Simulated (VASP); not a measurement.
A run of VASP 6.6.1 is set up as follows.

INCAR

```
ALGO = Fast
EDIFF = 1E-7
ENCUT = 520
GGA = PE
ISIF = 2
ISMEAR = 0
LASPH = True
LCHARG = False
LREAL = False
LWAVE = False
NBANDS = 14
NELM = 60
PREC = Accurate
SIGMA = 0.15
```

File KPOINTS:

```
k-points
0
Gamma
  16 16 16
```

File POSCAR:

```
TiAl
1.0
    3.2190510025     -0.3444740925     -0.3444740925
   -0.3444740925      3.2190510025     -0.3444740925
   -0.3444740925     -0.3444740925      3.2190510025
Ti Al
1 1
Direct
    0.0000000000      0.0000000000      0.0000000000
    0.5000000000      0.5000000000      0.5000000000
```

Potentials or basis: VASP PAW PBE potentials, release 64 (Ti_sv, Al).

Launch:

```sh
$ cat potpaw_PBE.64/Ti_sv/POTCAR potpaw_PBE.64/Al/POTCAR > POTCAR
$ mpirun -np 1 vasp_std > vasp.out
```

Question: Predict the pressure.

Answer: 18.4 GPa.

Stress tensor (GPa, compression positive):
```
18.37 36.53 36.53
36.53 18.37 36.53
36.53 36.53 18.37
```
